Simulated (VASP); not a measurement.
# C (P6_3/mmc) in VASP: a series of runs, part 3 of 3

VASP 6.6.1.

## Step 5: Single point, PBE (strain +0.025 along x and y, +0.000 along z)

The COD entry that gives the cell may itself be a prediction, so a difference from it is no test against experiment.

INCAR reads:

```
  PREC = Accurate
  ENCUT = 520
  EDIFF = 1E-7
  ISMEAR = 0
  SIGMA = 0.05
  LREAL = F
  LASPH = T
  NELM = 100
  ALGO = Normal
  ISIF = 2
  LWAVE = F
  LCHARG = F
  GGA = PE
  NBANDS = 26
```

KPOINTS reads:

```
regular mesh
0
Gamma
  12 12 4
```

POSCAR reads:

```
C
1.0
    2.5809689538      0.0000000000      0.0000000000
   -1.2904844769      2.2351846804      0.0000000000
    0.0000000000      0.0000000000      8.3045881819
C
8
Direct
    0.0000000000      0.0000000000      0.0929681641
    0.0000000000      0.0000000000      0.5929681641
    0.0000000000      0.0000000000      0.4070318359
    0.0000000000      0.0000000000      0.9070318359
    0.3333333333      0.6666666667      0.1555285626
    0.6666666667      0.3333333333      0.6555285626
    0.3333333333      0.6666666667      0.3444714374
    0.6666666667      0.3333333333      0.8444714374
```

Launch:

```sh
cat potpaw_PBE.64/C/POTCAR > POTCAR
mpirun -np 1 vasp_std > vasp.out
```

It took 39 s on 1 thread of Intel Xeon 6975P-C (Granite Rapids), shared host; peak memory 0.18 GiB.

It converged, with:

| Property | Result |
| --- | --- |
| Free energy | -72.4704 eV |
| Pressure | -18.7 GPa |
| Largest force | 0.070 eV/Å |
| Band gap on the k mesh | 4.14 eV, indirect (least direct gap 4.91 eV) |

Forces on the atoms (eV/Å):
```
C    0.000  0.000  0.014
C    0.000  0.000  0.014
C    0.000  0.000 -0.014
C    0.000  0.000 -0.014
C    0.000  0.000 -0.070
C    0.000  0.000 -0.070
C    0.000  0.000  0.070
C    0.000  0.000  0.070
```

Stress tensor (GPa, compression positive):
```
-27.55   0.00   0.00
  0.00 -27.55   0.00
  0.00   0.00  -0.95
```

Levels at points of the mesh, in eV from the valence-band top:
```
           k point  band 12  band 13  band 14  band 15  band 16  band 17  band 18  band 19  band 20  band 21
(0.00, 0.00, 0.00)    -1.79    -1.79    -0.24     0.00     0.00     4.91     4.91     5.85     6.76     6.76
(0.50, 0.00, 0.00)    -4.85    -4.76    -4.35    -3.46    -2.72     4.15     5.41     5.69     5.90     6.72
(0.00, 0.00, 0.50)    -2.35    -0.69    -0.69    -0.69    -0.69     5.71     5.71     5.71     5.71     6.47
(0.50, 0.00, 0.50)    -5.84    -4.51    -4.51    -3.45    -3.45     4.51     4.51     7.02     7.02     7.35
```

Caveat: the cell differs from its parent crystal (strain +0.025 along x and y, +0.000 along z). A k mesh can miss the band edges.

## Step 6: Overview

| cell | gap on the mesh (eV) | pressure (GPa) | largest force (eV/Å) |
| --- | --- | --- | --- |
| a = 2.581, b = 2.581, c = 8.097 Å, angles 90.0, 90.0, 120.0°, 8 atoms | 3.84 | -7.9 | 0.24 |
| a = 2.518, b = 2.518, c = 8.720 Å, angles 90.0, 90.0, 120.0°, 8 atoms | 4.12 | -17.7 | 0.19 |
| a = 2.644, b = 2.644, c = 7.889 Å, angles 90.0, 90.0, 120.0°, 8 atoms | 3.07 | -12.0 | 0.67 |
| a = 2.581, b = 2.581, c = 8.305 Å, angles 90.0, 90.0, 120.0°, 8 atoms | 4.14 | -18.7 | 0.07 |

Alike in all rows: task single point; level PBE; potentials or basis VASP PAW PBE potentials, release 64 (C); no spin polarisation; k mesh 12 × 12 × 4; cutoff (eV) 520; smearing gaussian 0.05 eV.

Absolute energies hang on the potentials; compare differences alone.
